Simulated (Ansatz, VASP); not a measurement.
Two plane-wave programs on Ag

The input INCAR:

```
SYSTEM = Ag
PREC     = Accurate       ! precision mode
ENCUT    = 520            ! plane-wave cutoff, eV
EDIFF    = 1E-7           ! SCF threshold, eV
ISMEAR   = 0              ! smearing method
SIGMA    = 0.15           ! smearing width, eV
LREAL    = .FALSE.        ! projectors in reciprocal space
LASPH    = .TRUE.         ! aspherical terms in the spheres
NELM     = 60             ! most SCF steps
ALGO     = Fast           ! electronic algorithm
ISIF     = 2              ! what is computed and relaxed
LWAVE    = .FALSE.        ! write WAVECAR
LCHARG   = .FALSE.        ! write CHGCAR
GGA      = PS             ! functional
NBANDS   = 12             ! bands
```

The input KPOINTS:

```
Automatic mesh
0
G
  22 22 22
  0 0 0
```

POSCAR

```
Ag
1.0
   -1.9113129271      1.9113129271      1.2423534026
    1.9113129271     -1.9113129271      1.2423534026
    1.9113129271      1.9113129271     -1.2423534026
Ag
1
Direct
    0.0000000000      0.0000000000      0.0000000000
```

Input for Ansatz:

```yaml
crystal:
  lattice:
    - [-1.9113129271, 1.9113129271, 1.2423534026]
    - [1.9113129271, -1.9113129271, 1.2423534026]
    - [1.9113129271, 1.9113129271, -1.2423534026]
  atoms:
    - { symbol: Ag, position: [0.0, 0.0, 0.0] }
basis:
  ecutwfc: 420
kpoints:
  mp_grid: { grid: [22, 22, 22] }
hamiltonian:
  xc: pbesol
scf:
  occupations: { method: gaussian, width: 0.15 }
output:
  forces: true
  stress: true
  eigenvalues: true
```

Alike in both runs: task single point; functional PBEsol; k mesh 22 × 22 × 22; occupations gaussian, width 0.15 eV; no spin polarisation.

```csv
,VASP,Ansatz
version,VASP 6.6.1,Ansatz 0.2.0
potentials or method,"VASP PAW PBE potentials, release 64 (Ag), cutoff 520 eV","scalar-relativistic, plane waves, PAW"
valence electrons in the cell,11,19
```

```tsv
	VASP	Ansatz	Ansatz less VASP
gap on the k mesh at the Fermi level (eV)	none	none	-
pressure (GPa)	3.2	3.5	+0.25
traceless stress, the component that is largest in VASP (GPa)	26.76	27.07	+0.305
```

VASP's potentials were made for PBE, not for PBEsol. A gap of «none» marks a metal or a gap that the smearing closes. VASP's potentials hold 11 valence electrons a cell and Ansatz's 19, so a difference there can come from the potentials and not from the codes.
